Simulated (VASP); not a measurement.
# Au (Cmcm) in VASP: further runs

The runs below take Au through single point, with PBEsol, LDA.

Program: VASP 6.6.1. These are calculated values, not measurements. Logs are shortened: lines on timing, memory, paths and dates and some standing lists are left out, and cuts for length are marked.

## (1) The cell of the first run

Symmetry: Cmcm, No. 63, orthorhombic system. Conventional cell: a = 2.841 Å, b = 5.146 Å, c = 4.926 Å, α = 90.00°, β = 90.00°, γ = 90.00°. Au (site symmetry m2m) has 12 Au at 2.84 to 2.99 Å within 3.7 Å.

## (2) Single point, PBEsol (volume scaled by 1.02)

INCAR reads:

```
PREC = Accurate ; ENCUT = 520
EDIFF = 1E-6 ; ISMEAR = -1
SIGMA = 0.05 ; LREAL = F
LASPH = T ; NELM = 100
ALGO = Normal ; ISIF = 2
LWAVE = F ; LCHARG = T
GGA = PS ; LELF = T
LVHAR = T ; NBANDS = 18
```

KPOINTS reads:

```
Automatic mesh
0
Gamma
  11 11 6
```

POSCAR reads:

```
Au
1.0
    1.4206566610     -2.5728602271      0.0000000000
    1.4206566610      2.5728602271      0.0000000000
    0.0000000000      0.0000000000      4.9255756512
Au
2
Direct
    0.3346720300      0.6653279700      0.2500000000
    0.6653279700      0.3346720300      0.7500000000
```

Potentials or basis: VASP PAW PBE potentials, release 64 (Au).

On the command line:

```bash
$ cat potpaw_PBE.64/Au/POTCAR > POTCAR
$ mpirun -np 1 vasp_std > vasp.out
```

OUTCAR:

```text
PREC = Accurate
   ENCUT = 520
   EDIFF = 1E-6
   ISMEAR = -1
   LREAL = F
   LASPH = T
   NELM = 100
   ISIF = 2
   GGA = PS

 ion  position               nearest neighbor table
   1  0.335  0.665  0.250-   2 2.97   2 2.97   2 2.97   2 2.97   2 2.99   2 2.99
   2  0.665  0.335  0.750-   1 2.97   1 2.97   1 2.97   1 2.97   1 2.99   1 2.99

  LATTYP: Found a base centered orthorhombic cell.
 ALAT       =     2.8413133220
 B/A-ratio  =     1.8110359088
 C/A-ratio  =     1.7335559627

  Lattice vectors:

 A1 = (   1.4206566610,  -2.5728602271,   0.0000000000)
 A2 = (   1.4206566610,   2.5728602271,   0.0000000000)
 A3 = (   0.0000000000,   0.0000000000,   4.9255756512)

Analysis of symmetry for initial positions (statically):
=====================================================================
 Subroutine PRICEL returns:
 Original cell was already a primitive cell.

 Routine SETGRP: Setting up the symmetry group for a
 base centered orthorhombic supercell.

 Subroutine GETGRP returns: Found  8 space group operations
 (whereof  4 operations were pure point group operations)
 out of a pool of  8 trial point group operations.

The static configuration has the point symmetry C_2h.
 The point group associated with its full space group is D_2h.

Analysis of symmetry for dynamics (positions and initial velocities):
=====================================================================
 Subroutine PRICEL returns:
 Original cell was already a primitive cell.

 Routine SETGRP: Setting up the symmetry group for a
 base centered orthorhombic supercell.

 Subroutine GETGRP returns: Found  8 space group operations
 (whereof  4 operations were pure point group operations)
 out of a pool of  8 trial point group operations.

The dynamic configuration has the point symmetry C_2h.
 The point group associated with its full space group is D_2h.

 Subroutine INISYM returns: Found  8 space group operations
 (whereof  4 operations are pure point group operations),
 and found     1 'primitive' translations

----------------------------------------------------------------------------------------

                                     Primitive cell

  volume of cell :      36.0074

  direct lattice vectors                    reciprocal lattice vectors
     1.420656661 -2.572860227  0.000000000     0.351949921 -0.194336247  0.000000000
     1.420656661  2.572860227  0.000000000     0.351949921  0.194336247  0.000000000
     0.000000000  0.000000000  4.925575651     0.000000000  0.000000000  0.203021955

  length of vectors
     2.939026216  2.939026216  4.925575651     0.402038958  0.402038958  0.203021955

  position of ions in fractional coordinates (direct lattice)
     0.334672030  0.665327970  0.250000000
     0.665327970  0.334672030  0.750000000

  ion indices of the primitive-cell ions
   primitive index   ion index
                 1           1
                 2           2

----------------------------------------------------------------------------------------

 KPOINTS: Automatic mesh

Automatic generation of k-mesh.
 Grid dimensions read from file:
 generate k-points for:   11   11    6

 Generating k-lattice:

  Cartesian coordinates                     Fractional coordinates (reciprocal lattice)
     0.031995447 -0.017666932  0.000000000     0.090909091  0.000000000  0.000000000
     0.031995447  0.017666932  0.000000000     0.000000000  0.090909091  0.000000000
     0.000000000  0.000000000  0.033836993     0.000000000  0.000000000  0.166666667

  Length of vectors
     0.036548996  0.036548996  0.033836993

  Shift w.r.t. Gamma in fractional coordinates (k-lattice)
     0.000000000  0.000000000  0.000000000

 Subroutine IBZKPT returns following result:
 ===========================================

 Found    144 irreducible k-points:

 Following reciprocal coordinates:
            Coordinates               Weight
  0.000000  0.000000  0.000000      1.000000
  0.090909 -0.000000  0.000000      4.000000
  0.181818  0.000000  0.000000      4.000000
  0.272727  0.000000  0.000000      4.000000
  0.363636  0.000000  0.000000      4.000000
  0.454545 -0.000000  0.000000      4.000000
[... 16 lines left out ...]
 -0.272727  0.181818  0.000000      4.000000
 -0.181818  0.181818  0.000000      2.000000
 [... further k-points ...]
   k-points           NKPTS =    144   k-points in BZ     NKDIM =    144   number of bands    NBANDS=     18
   number of dos      NEDOS =    301   number of ions     NIONS =      2
   total plane-waves  NPLWV =  23040
   dimension x,y,z NGX =    24 NGY =   24 NGZ =   40
   dimension x,y,z NGXF=    48 NGYF=   48 NGZF=   80
   ions per type =               2
   NGX,Y,Z   is equivalent  to a cutoff of  13.58, 13.58, 13.50 a.u.
   NGXF,Y,Z  is equivalent  to a cutoff of  27.15, 27.15, 27.00 a.u.
 SYSTEM =  unknown system
   PREC   = accura    normal or accurate (medium, high low for compatibility)
   ISTART =      0    job   : 0-new  1-cont  2-samecut
   ICHARG =      2    charge: 1-file 2-atom 10-const
   ISPIN  =      1    spin polarized calculation?
   LNONCOLLINEAR =      F non collinear calculations
   LSORBIT =      F    spin-orbit coupling
   LASPH  =      T    aspherical Exc in radial PAW
   ENCUT  =  520.0 eV  38.22 Ry    6.18 a.u.   5.46  5.46  9.16*2*pi/ulx,y,z
   NELM   =    100;   NELMIN=  2; NELMDL= -5     # of ELM steps
   EDIFF  = 0.1E-05   stopping-criterion for ELM
   LREAL  =      F    real-space projection
   EDIFFG = 0.1E-04   stopping-criterion for IOM
   NSW    =      0    number of steps for IOM
   IBRION =     -1    ionic relax: 0-MD 1-quasi-New 2-CG
   NFREE  =      0    steps in history (QN), initial steepest desc. (CG)
   ISIF   =      2    stress and relaxation
   ISYM   =      2    0-nonsym 1-usesym 2-fastsym
   POTIM  = 0.5000    time-step for ionic-motion
   TEBEG  =    0.0;   TEEND  =   0.0 temperature during run
   PSTRESS=    0.0 pullay stress
   NELECT =      22.0000    total number of electrons
   NUPDOWN=      -1.0000    fix difference up-down
   EMIN   =  10.00;   EMAX   =-10.00  energy-range for DOS
   EFERMI =   0.00;   METHOD = LEGACY
   ISMEAR =    -1;   SIGMA  =   0.05  broadening in eV -4-tet -1-fermi 0-gaus
   EFERMI_NEDOS =   21; number of points for ismear=-14 and -15
   IALGO  =     38    algorithm
   IMIX   =      4    mixing-type and parameters
     AMIX     =   0.40;   BMIX     =  1.00
     AMIX_MAG =   1.60;   BMIX_MAG =  1.00
  volume/ion in A,a.u.               =      18.00       121.50
  Fermi-wavevector in a.u.,A,eV,Ry     =   1.389158  2.625128 26.255975  1.929760
  Thomas-Fermi vector in A             =   2.513215
   LORBIT       =      0    0 simple, 1 ext, 2 COOP (PROOUT), +10 PAW based schemes
   GGA     = PS    functional components
   LHFCALC =     F    Hartree Fock is set to
   AEXX    =    0.0000 exact exchange contribution
   IVDW    =     0    specifies the selected vdW correction
   LEPSILON=     F    determine dielectric tensor
   LRPA    =     F    only Hartree local field effects (RPA)
 non-spin polarized calculation
  energy-cutoff  :      520.00
  volume of cell :       36.01
 maximum number of plane-waves:       998
 NGX is ok and might be reduce to    24
   NGX = 11   NGY = 11   NGZ = 19

 number of electron      21.9999999 magnetization

 Free energy of the ion-electron system (eV)
  ---------------------------------------------------
  ext. energy  EPLUGINS =         0.00000000
  ---------------------------------------------------
  free energy    TOTEN  =        -7.77657015 eV

  energy without entropy =       -7.76911051  energy(sigma->0) =       -7.77284033

 E-fermi :   8.3192     XC(G=0): -12.5594

 val. band max:        8.3167846262   @ k =   0.1818   0.1818   0.3333
 cond. band min:       8.3465510233   @ k =  -0.1818   0.1818   0.1667
 fundamental gap:      0.0297663972
 Fermi energy:         8.3192248452

 k-point     1 :       0.0000    0.0000    0.0000
  band No.  band energies     occupation
      1      -0.9660      2.00000
      2       1.4190      2.00000
      3       3.7542      2.00000
      4       3.8119      2.00000
      5       4.1328      2.00000
      6       4.3719      2.00000
[... 10 lines left out ...]
     17      26.0618      0.00000
     18      26.9834      0.00000

 k-point     2 :       0.0909   -0.0000    0.0000
  band No.  band energies     occupation
      1      -0.7072      2.00000
      2       1.6364      2.00000
      3       3.7183      2.00000
      4       3.9963      2.00000
      5       4.2022      2.00000
      6       4.3833      2.00000
[... 10 lines left out ...]
     17      25.2179      0.00000
     18      26.0281      0.00000

 k-point     3 :       0.1818    0.0000    0.0000
  band No.  band energies     occupation
      1       0.0211      2.00000
      2       2.1612      2.00000
      3       3.5937      2.00000
      4       4.0971      2.00000
      5       4.1254      2.00000
      6       4.4513      2.00000
[... 10 lines left out ...]
     17      24.7461      0.00000
     18      25.4987      0.00000

 k-point     4 :       0.2727    0.0000    0.0000
  band No.  band energies     occupation
      1       1.0139      2.00000
      2       2.4234      2.00000
      3       3.3360      2.00000
      4       3.7587      2.00000
      5       3.9885      2.00000
      6       4.4091      2.00000
[... 375 lines left out ...]
      4       3.2234      2.00000
      5       3.9898      2.00000
      6       4.0824      2.00000
[... 10 lines left out ...]
     17      23.1106      0.00000
     18      24.0982      0.00000

 k-point    23 :      -0.2727    0.1818    0.0000
  band No.  band energies     occupation
      1       0.5694      2.00000
      2       2.3769      2.00000
      3       3.3631      2.00000
      4       3.6908      2.00000
      5       3.8046      2.00000
      6       4.4167      2.00000
[... 10 lines left out ...]
     17      24.4417      0.00000
     18      25.3034      0.00000

 k-point    24 :      -0.1818    0.1818    0.0000
  band No.  band energies     occupation
      1      -0.0625      2.00000
      2       2.0351      2.00000
      3       3.4435      2.00000
      4       3.8018      2.00000
      5       4.1312      2.00000
      6       4.4804      2.00000
[... 10 lines left out ...]
     17      24.8015      0.00000
     18      25.0852      0.00000

 [... further k-points ...]
[... 5 lines left out ...]
  --------------------------------------------------------------------------------------
  -------------------------------------------------------------------------------------
  Total       -1.3187072     -2.1371266     -2.0050347      0.0000000     -0.0000000      0.0000000
  in kB      -58.6768308    -95.0929917    -89.2154687      0.0000000     -0.0000000      0.0000000
  external PRESSURE =     -80.9950970 kB  Pullay stress =       0.0000000 kB

 VOLUME and BASIS-vectors are now :
 -----------------------------------------------------------------------------
  energy-cutoff  :      520.00
  volume of cell :       36.01
      direct lattice vectors                 reciprocal lattice vectors
     1.420656661 -2.572860227  0.000000000     0.351949921 -0.194336247  0.000000000
     1.420656661  2.572860227  0.000000000     0.351949921  0.194336247  0.000000000
     0.000000000  0.000000000  4.925575651     0.000000000  0.000000000  0.203021955

 POSITION                                       TOTAL-FORCE (eV/Angst)
 -----------------------------------------------------------------------------------
      1.42066      0.85073      1.23139         0.000000     -0.012606      0.000000
      1.42066     -0.85073      3.69418         0.000000      0.012606     -0.000000
 -----------------------------------------------------------------------------------
    total drift:                               -0.000000     -0.000000     -0.000000

  FREE ENERGIE OF THE ION-ELECTRON SYSTEM (eV)
  ---------------------------------------------------
  free  energy   TOTEN  =        -7.7765701496 eV

  energy  without entropy=       -7.7691105081  energy(sigma->0) =       -7.77284033
```

Run time: 60 s. Hardware: 1 thread of Intel Xeon Platinum 8175M at 2.50GHz (Skylake/Cascade Lake), shared host; peak memory 0.21 GiB.

Results:

| Item | Value |
| --- | --- |
| Free energy | -7.7766 eV |
| Pressure | -8.1 GPa |
| Largest force | 0.013 eV/Å |
| Band gap on the k mesh | zero (band 11 reaches 11.97 eV, above the bottom of band 12 at 5.91 eV) |

Forces in eV/Å, atoms in the order of the input:
```
Au   0.000 -0.013  0.000
Au   0.000  0.013  0.000
```

Levels at points of the mesh, in eV from the Fermi level:
```csv
k point,band 8,band 9,band 10,band 11,band 12,band 13,band 14,band 15
"(0.00, 0.00, 0.00)",-3.34,-3.17,-2.09,-2.01,-0.95,2.35,14.58,15.53
"(0.00, 0.00, 0.50)",-4.00,-2.54,-2.54,-2.39,-2.39,10.09,10.09,14.90
```

Caveat: the PAW data sets were made with another functional, which shifts forces and pressure a little; spin-orbit coupling is left out, which moves the levels of the heavy elements.

## (3) Single point, LDA (volume scaled by 1.04)

INCAR reads:

```
  PREC = Accurate
  ENCUT = 520
  EDIFF = 1E-7
  ISMEAR = -1
  SIGMA = 0.05
  LREAL = False
  LASPH = True
  NELM = 100
  ALGO = Normal
  ISIF = 2
  LWAVE = False
  LCHARG = True
  LELF = True
  LVHAR = True
  NBANDS = 18
```

KPOINTS is that of step 2.

POSCAR reads:

```
Au
1.0
    1.4298819627     -2.5895675798      0.0000000000
    1.4298819627      2.5895675798      0.0000000000
    0.0000000000      0.0000000000      4.9575608049
Au
2
Direct
    0.3346720300      0.6653279700      0.2500000000
    0.6653279700      0.3346720300      0.7500000000
```

Potentials or basis: VASP PAW LDA potentials, release 64 (Au).

On the command line:

```bash
$ cat potpaw_LDA.64/Au/POTCAR > POTCAR
$ mpirun -np 1 vasp_std > vasp.out
```

Run time: 68 s. Hardware: 1 thread of Intel Xeon Platinum 8175M at 2.50GHz (Skylake/Cascade Lake), shared host; peak memory 0.2 GiB.

It converged, with:

```
Free energy            : -8.7079 eV
Pressure               : -13.9 GPa
Band gap on the k mesh : zero (band 11 reaches 11.59 eV, above the bottom of band 12 at 5.61 eV)
```

Stress tensor (GPa, compression positive):
```
-12.23   0.00   0.00
  0.00 -15.24   0.00
  0.00   0.00 -14.26
```

Levels at points of the mesh, in eV from the Fermi level:
| k point | band 9 | band 10 | band 11 | band 12 | band 13 | band 14 |
| --- | --- | --- | --- | --- | --- | --- |
| (0.00, 0.00, 0.00) | -3.13 | -2.08 | -2.00 | -0.83 | 2.26 | 14.59 |
| (0.00, 0.00, 0.50) | -2.52 | -2.52 | -2.38 | -2.38 | 9.97 | 9.97 |

Caveat: spin-orbit coupling is left out, which moves the levels of the heavy elements.
